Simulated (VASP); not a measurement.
# BN (zincblende type) (F-43m) in VASP: notebook, part 2 of 2

VASP 6.6.1. Earlier steps stand in the parts before.

**3. Single point, PBE (volume scaled by 0.55, source ansatz)**

File INCAR:

```
SYSTEM = BN
ALGO = Normal
EDIFF = 1E-6
ENCUT = 520
GGA = PE
ISIF = 2
ISMEAR = -1
LASPH = .True.
LCHARG = .False.
LREAL = .False.
LWAVE = .False.
NBANDS = 11
NELM = 60
PREC = Accurate
SIGMA = 0.05
```

File KPOINTS:

```
k-points
0
Gamma
  15 15 15
  0 0 0
```

File POSCAR:

```
BN
1.0
    0.0000000000      1.4848984769      1.4848984769
    1.4848984769      0.0000000000      1.4848984769
    1.4848984769      1.4848984769      0.0000000000
B N
1 1
Direct
    0.0000000000      0.0000000000      0.0000000000
    0.2500000000      0.2500000000      0.2500000000
```

Potentials or basis: VASP PAW PBE potentials, release 64 (B, N).

On the command line:

```
cat potpaw_PBE.64/B/POTCAR potpaw_PBE.64/N/POTCAR > POTCAR
mpirun -np 1 vasp_std > vasp.out
```

OUTCAR:

```text
SYSTEM = BN
   EDIFF = 1E-6
   ENCUT = 520
   GGA = PE
   ISIF = 2
   ISMEAR = -1
   LASPH = .True.
   LREAL = .False.
   NELM = 60
   PREC = Accurate

 ion  position               nearest neighbor table
   1  0.000  0.000  0.000-   2 1.29   2 1.29   2 1.29   2 1.29
   2  0.250  0.250  0.250-   1 1.29   1 1.29   1 1.29   1 1.29

  LATTYP: Found a face centered cubic cell.
 ALAT       =     2.9697969538

  Lattice vectors:

 A1 = (   0.0000000000,   1.4848984769,   1.4848984769)
 A2 = (   1.4848984769,   0.0000000000,   1.4848984769)
 A3 = (   1.4848984769,   1.4848984769,   0.0000000000)

Analysis of symmetry for initial positions (statically):
=====================================================================
 Subroutine PRICEL returns:
 Original cell was already a primitive cell.

 Routine SETGRP: Setting up the symmetry group for a
 face centered cubic supercell.

 Subroutine GETGRP returns: Found 24 space group operations
 (whereof 24 operations were pure point group operations)
 out of a pool of 48 trial point group operations.

The static configuration has the point symmetry T_d .

Analysis of symmetry for dynamics (positions and initial velocities):
=====================================================================
 Subroutine PRICEL returns:
 Original cell was already a primitive cell.

 Routine SETGRP: Setting up the symmetry group for a
 face centered cubic supercell.

 Subroutine GETGRP returns: Found 24 space group operations
 (whereof 24 operations were pure point group operations)
 out of a pool of 48 trial point group operations.

The dynamic configuration has the point symmetry T_d .

 Subroutine INISYM returns: Found 24 space group operations
 (whereof 24 operations are pure point group operations),
 and found     1 'primitive' translations

----------------------------------------------------------------------------------------

                                     Primitive cell

  volume of cell :       6.5482

[... 109 lines left out ...]
  volume/ion in A,a.u.               =       3.27        22.09
  Fermi-wavevector in a.u.,A,eV,Ry     =   1.750108  3.307224 41.672963  3.062876
  Thomas-Fermi vector in A             =   2.820891
   LORBIT       =      0    0 simple, 1 ext, 2 COOP (PROOUT), +10 PAW based schemes
   GGA     = PE    functional components
   LHFCALC =     F    Hartree Fock is set to
   AEXX    =    0.0000 exact exchange contribution
   IVDW    =     0    specifies the selected vdW correction
   LEPSILON=     F    determine dielectric tensor
   LRPA    =     F    only Hartree local field effects (RPA)
 non-spin polarized calculation
  energy-cutoff  :      520.00
  volume of cell :        6.55
 maximum number of plane-waves:       190
   NGX =  7   NGY =  7   NGZ =  7

 number of electron       8.0000004 magnetization

 Free energy of the ion-electron system (eV)
  ---------------------------------------------------
  ext. energy  EPLUGINS =         0.00000000
  ---------------------------------------------------
  free energy    TOTEN  =       -10.58302072 eV

  energy without entropy =      -10.58302072  energy(sigma->0) =      -10.58302072

 E-fermi :  17.7858     XC(G=0): -15.9863

 val. band max:       16.6742325747   @ k =   0.0000   0.0000   0.0000
 cond. band min:      21.6674333557   @ k =   0.4667   0.4667   0.0000
 fundamental gap:      4.9932007810
 Fermi energy:        17.7858239180

 k-point     1 :       0.0000    0.0000    0.0000
  band No.  band energies     occupation
      1     -11.9783      2.00000
      2      16.6742      2.00000
      3      16.6742      2.00000
      4      16.6742      2.00000
      5      28.2885      0.00000
      6      28.2885      0.00000
      7      28.2885      0.00000
      8      38.4118      0.00000
      9      52.8405      0.00000
     10      52.8405      0.00000
     11      53.5254      0.00000
[... 309 lines left out ...]
 k-point    24 :       0.2000    0.1333    0.0000
  band No.  band energies     occupation
      1     -10.5298      2.00000
      2      12.2801      2.00000
      3      13.3724      2.00000
      4      14.7866      2.00000
      5      27.7642      0.00000
      6      32.9254      0.00000
      7      32.9818      0.00000
      8      36.4619      0.00000
      9      43.6042      0.00000
     10      52.7495      0.00000
     11      54.1647      0.00000

 [... further k-points ...]
[... 5 lines left out ...]
  --------------------------------------------------------------------------------------
  -------------------------------------------------------------------------------------
  Total       26.4397877     26.4397877     26.4397877     -0.0000000      0.0000000      0.0000000
  in kB     6469.1655493   6469.1655493   6469.1655493     -0.0000000      0.0000000      0.0000000
  external PRESSURE =    6469.1655493 kB  Pullay stress =       0.0000000 kB

 VOLUME and BASIS-vectors are now :
 -----------------------------------------------------------------------------
  energy-cutoff  :      520.00
  volume of cell :        6.55
      direct lattice vectors                 reciprocal lattice vectors
     0.000000000  1.484898477  1.484898477    -0.336723357  0.336723357  0.336723357
     1.484898477  0.000000000  1.484898477     0.336723357 -0.336723357  0.336723357
     1.484898477  1.484898477  0.000000000     0.336723357  0.336723357 -0.336723357

 POSITION                                       TOTAL-FORCE (eV/Angst)
 -----------------------------------------------------------------------------------
      0.00000      0.00000      0.00000        -0.000000     -0.000000     -0.000000
      0.74245      0.74245      0.74245         0.000000      0.000000      0.000000
 -----------------------------------------------------------------------------------
    total drift:                               -0.000001     -0.000001     -0.000002

  FREE ENERGIE OF THE ION-ELECTRON SYSTEM (eV)
  ---------------------------------------------------
  free  energy   TOTEN  =       -10.5830207175 eV

  energy  without entropy=      -10.5830207175  energy(sigma->0) =      -10.58302072
```

OSZICAR:

```text
N       E                     dE             d eps       ncg     rms          rms(c)
DAV:   1     0.200627310373E+02    0.20063E+02   -0.56926E+03  2803   0.775E+02
DAV:   2    -0.127415151546E+02   -0.32804E+02   -0.32081E+02  3013   0.202E+02
DAV:   3    -0.130999396822E+02   -0.35842E+00   -0.35819E+00  3117   0.172E+01
DAV:   4    -0.131001067328E+02   -0.16705E-03   -0.16705E-03  2838   0.431E-01
DAV:   5    -0.131001067965E+02   -0.63751E-07   -0.64234E-07  3099   0.838E-03    0.116E+01
DAV:   6    -0.110214053040E+02    0.20787E+01   -0.28312E+00  2862   0.126E+01    0.628E+00
DAV:   7    -0.106046371041E+02    0.41677E+00   -0.76635E-01  3072   0.707E+00    0.296E+00
DAV:   8    -0.105827216513E+02    0.21915E-01   -0.52884E-02  3126   0.204E+00    0.561E-01
DAV:   9    -0.105829790596E+02   -0.25741E-03   -0.69921E-04  2814   0.292E-01    0.151E-01
DAV:  10    -0.105830190004E+02   -0.39941E-04   -0.63773E-05  3039   0.702E-02    0.207E-02
DAV:  11    -0.105830207269E+02   -0.17265E-05   -0.20903E-06  2973   0.142E-02    0.120E-02
DAV:  12    -0.105830207175E+02    0.93819E-08   -0.20656E-07  1497   0.447E-03
   1 F= -.10583021E+02 E0= -.10583021E+02  d E =-.559631E-12
```

stdout:

```text
POSCAR found type information on POSCAR B N
 POSCAR found :  2 types and       2 ions
 scaLAPACK will be used
 LDA part: xc-table for (Slater+PW92), standard interpolation
 POSCAR, INCAR and KPOINTS ok, starting setup
 FFT: planning ... GRIDC
 FFT: planning ... GRID_SOFT
 FFT: planning ... GRID
 WAVECAR not read
 entering main loop
```

Wall time 12 s (1 thread of AMD EPYC 7R13, shared host); peak memory 0.08 GiB.

The run converged, but its numbers aren't listed here, since they failed a check.

**4. Single point, PBE (volume scaled by 0.64)**

File INCAR:

```
SYSTEM = BN
PREC = Accurate
ENCUT = 520
EDIFF = 1E-6
ISMEAR = -1
SIGMA = 0.05
LREAL = .FALSE.
LASPH = .TRUE.
NELM = 60
ALGO = Normal
ISIF = 2
LWAVE = .FALSE.
LCHARG = .FALSE.
GGA = PE
NBANDS = 11
```

File KPOINTS:

```
regular mesh
0
G
  15 15 15
  0 0 0
```

File POSCAR:

```
BN
1.0
    0.0000000000      1.5618375378      1.5618375378
    1.5618375378      0.0000000000      1.5618375378
    1.5618375378      1.5618375378      0.0000000000
B N
1 1
Direct
    0.0000000000      0.0000000000      0.0000000000
    0.2500000000      0.2500000000      0.2500000000
```

Potentials or basis: VASP PAW PBE potentials, release 64 (B, N).

On the command line:

```
cat potpaw_PBE.64/B/POTCAR potpaw_PBE.64/N/POTCAR > POTCAR
mpirun -np 1 vasp_std > vasp.out
```

OUTCAR:

```text
SYSTEM = BN
   PREC = Accurate
   ENCUT = 520
   EDIFF = 1E-6
   ISMEAR = -1
   LREAL = .FALSE.
   LASPH = .TRUE.
   NELM = 60
   ISIF = 2
   GGA = PE

 ion  position               nearest neighbor table
   1  0.000  0.000  0.000-   2 1.35   2 1.35   2 1.35   2 1.35
   2  0.250  0.250  0.250-   1 1.35   1 1.35   1 1.35   1 1.35

  LATTYP: Found a face centered cubic cell.
 ALAT       =     3.1236750756

  Lattice vectors:

 A1 = (   0.0000000000,   1.5618375378,   1.5618375378)
[... 512 lines left out ...]
      6      28.7332      0.00000
      7      28.7557      0.00000
      8      32.0309      0.00000
      9      38.1503      0.00000
     10      47.5786      0.00000
     11      48.5827      0.00000

 [... further k-points ...]
[... 5 lines left out ...]
  --------------------------------------------------------------------------------------
  -------------------------------------------------------------------------------------
  Total       17.6343771     17.6343771     17.6343771      0.0000000      0.0000000     -0.0000000
  in kB     3707.9437779   3707.9437779   3707.9437779      0.0000000      0.0000000     -0.0000000
  external PRESSURE =    3707.9437779 kB  Pullay stress =       0.0000000 kB

 VOLUME and BASIS-vectors are now :
 -----------------------------------------------------------------------------
  energy-cutoff  :      520.00
  volume of cell :        7.62
      direct lattice vectors                 reciprocal lattice vectors
     0.000000000  1.561837538  1.561837538    -0.320135730  0.320135730  0.320135730
     1.561837538  0.000000000  1.561837538     0.320135730 -0.320135730  0.320135730
     1.561837538  1.561837538  0.000000000     0.320135730  0.320135730 -0.320135730

 POSITION                                       TOTAL-FORCE (eV/Angst)
 -----------------------------------------------------------------------------------
      0.00000      0.00000      0.00000        -0.000000     -0.000000     -0.000000
      0.78092      0.78092      0.78092         0.000000      0.000000      0.000000
 -----------------------------------------------------------------------------------
    total drift:                               -0.000001     -0.000001     -0.000001

  FREE ENERGIE OF THE ION-ELECTRON SYSTEM (eV)
  ---------------------------------------------------
  free  energy   TOTEN  =       -13.9116692033 eV

  energy  without entropy=      -13.9116692033  energy(sigma->0) =      -13.91166920
```

OSZICAR:

```text
N       E                     dE             d eps       ncg     rms          rms(c)
DAV:   1     0.172128490465E+02    0.17213E+02   -0.55226E+03  2726   0.768E+02
DAV:   2    -0.154667562721E+02   -0.32680E+02   -0.31718E+02  3048   0.194E+02
DAV:   3    -0.159004761087E+02   -0.43372E+00   -0.43317E+00  3129   0.183E+01
DAV:   4    -0.159007687249E+02   -0.29262E-03   -0.29261E-03  2823   0.527E-01
DAV:   5    -0.159007688521E+02   -0.12720E-06   -0.12721E-06  3084   0.112E-02    0.101E+01
DAV:   6    -0.142293653630E+02    0.16714E+01   -0.27340E+00  2808   0.117E+01    0.535E+00
DAV:   7    -0.139325119921E+02    0.29685E+00   -0.52550E-01  3074   0.576E+00    0.264E+00
DAV:   8    -0.139113106739E+02    0.21201E-01   -0.49158E-02  3075   0.185E+00    0.475E-01
DAV:   9    -0.139116226357E+02   -0.31196E-03   -0.70996E-04  2847   0.287E-01    0.127E-01
DAV:  10    -0.139116669119E+02   -0.44276E-04   -0.73815E-05  2973   0.736E-02    0.215E-02
DAV:  11    -0.139116690570E+02   -0.21451E-05   -0.25193E-06  3000   0.152E-02    0.115E-02
DAV:  12    -0.139116692033E+02   -0.14632E-06   -0.31146E-07  1491   0.505E-03
   1 F= -.13911669E+02 E0= -.13911669E+02  d E =-.339928E-11
```

It took 12 s on 1 thread of AMD EPYC 7R13, shared host; peak memory 0.08 GiB.

What came out:

* Free energy: -13.9117 eV
* Pressure: 370.8 GPa
* Band gap on the k mesh: 4.89 eV, indirect (least direct gap 10.91 eV)

 A k mesh can miss the band edges.
